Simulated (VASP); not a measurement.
Write the native input for VASP 6.6.1 that does the following.

```yaml
Task: single point
Functional: LDA
Potentials_or_basis: VASP PAW LDA potentials, release 64 (Cs_sv, H)
Cutoff: 520 eV
k_mesh: 8 × 8 × 8
Occupations: gaussian, width 0.05 eV
Spin: no spin polarisation
Dipole_correction: no
Further_INCAR_settings: ALGO = Normal; EDIFF = 1e-06; NBANDS = 12
```

The structure of CsH lies in POSCAR:

```
CsH
1.0
    0.0000000000      3.1880000000      3.1880000000
    3.1880000000      0.0000000000      3.1880000000
    3.1880000000      3.1880000000      0.0000000000
Cs H
1 1
Direct
    0.0078419072      0.0078419072     -0.0078419072
    0.5000000000      0.5000000000      0.5000000000
```

This cell differs from its parent crystal: all Cs atoms moved +0.050 Å, as atom 1 along Cartesian [0 0 1].

The input as run:

INCAR

```
PREC     = Accurate       # precision mode
ENCUT    = 520            # plane-wave cutoff, eV
EDIFF    = 1E-6           # SCF threshold, eV
ISMEAR   = 0              # smearing method
SIGMA    = 0.05           # smearing width, eV
LREAL    = F              # projectors in reciprocal space
LASPH    = T              # aspherical terms in the spheres
NELM     = 80             # most SCF steps
ALGO     = Normal         # electronic algorithm
ISIF     = 2              # what is computed and relaxed
LWAVE    = F              # write WAVECAR
LCHARG   = F              # write CHGCAR
NBANDS   = 12             # bands
```

KPOINTS

```
regular mesh
0
Gamma
  8 8 8
```

Potentials or basis: VASP PAW LDA potentials, release 64 (Cs_sv, H).

Launch:

```sh
$ cat potpaw_LDA.64/Cs_sv/POTCAR potpaw_LDA.64/H/POTCAR > POTCAR
$ mpirun -np 1 vasp_std > vasp.out
```

Results of the run:

* Pressure: -1.2 GPa
* Largest force: 0.023 eV/Å
* Band gap on the k mesh: 1.94 eV

Caveat: the cell differs from its parent crystal (all Cs atoms moved +0.050 Å, as atom 1 along Cartesian [0 0 1]); spin-orbit coupling is left out, which moves the levels of the heavy elements.

Wall time 60 s on 1 thread of Intel Xeon 8259CL, with other jobs on the host, peak memory 0.2 GiB.
